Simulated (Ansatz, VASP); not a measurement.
Two plane-wave programs on Nb

Contents of INCAR:

```
PREC = Accurate
ENCUT = 520
EDIFF = 1E-6
ISMEAR = 0
SIGMA = 0.15
LREAL = F
LASPH = T
NELM = 100
ALGO = Fast
ISIF = 2
LWAVE = F
LCHARG = F
GGA = PE
NBANDS = 12
```

KPOINTS

```
regular mesh
0
Gamma
  20 20 20
```

Contents of POSCAR:

```
Nb
1.0
   -1.6639500000      1.7388277500      1.6639500000
    1.6639500000     -1.7388277500      1.6639500000
    1.6639500000      1.7388277500     -1.6639500000
Nb
1
Direct
    0.0000000000      0.0000000000      0.0000000000
```

Input for Ansatz:

```yaml
crystal:
  lattice:
    - [-1.66395, 1.73882775, 1.66395]
    - [1.66395, -1.73882775, 1.66395]
    - [1.66395, 1.73882775, -1.66395]
  atoms:
    - { symbol: Nb, position: [0.0, 0.0, 0.0] }
basis:
  ecutwfc: 420
kpoints:
  mp_grid: { grid: [20, 20, 20] }
hamiltonian:
  xc: pbe
scf:
  occupations: { method: gaussian, width: 0.15 }
output:
  forces: true
  stress: true
  eigenvalues: true
```

Change from the starting cell: strain +0.0450 x Voigt [0, 1, 0, 0, 0, 0], atoms carried along.

Alike in both runs: task single point; functional PBE; k mesh 20 × 20 × 20; occupations gaussian, width 0.15 eV; no spin polarisation.

|  | VASP | Ansatz |
| --- | --- | --- |
| version | VASP 6.6.1 | Ansatz 0.2.0 |
| potentials or method | VASP PAW PBE potentials, release 64 (Nb_sv), cutoff 520 eV | scalar-relativistic, plane waves, PAW |
| valence electrons in the cell | 13 | 13 |

|  | VASP | Ansatz | Ansatz less VASP |
| --- | --- | --- | --- |
| gap on the k mesh at the Fermi level (eV) | none | none | - |
| pressure (GPa) | -9.3 | -9.0 | +0.31 |
| traceless stress, the component that is largest in VASP (GPa) | -2.84 | -2.86 | -0.018 |

A gap of «none» marks a metal or a gap that the smearing closes. With one functional, cell and mesh, what is left measures potentials, basis and numerics.
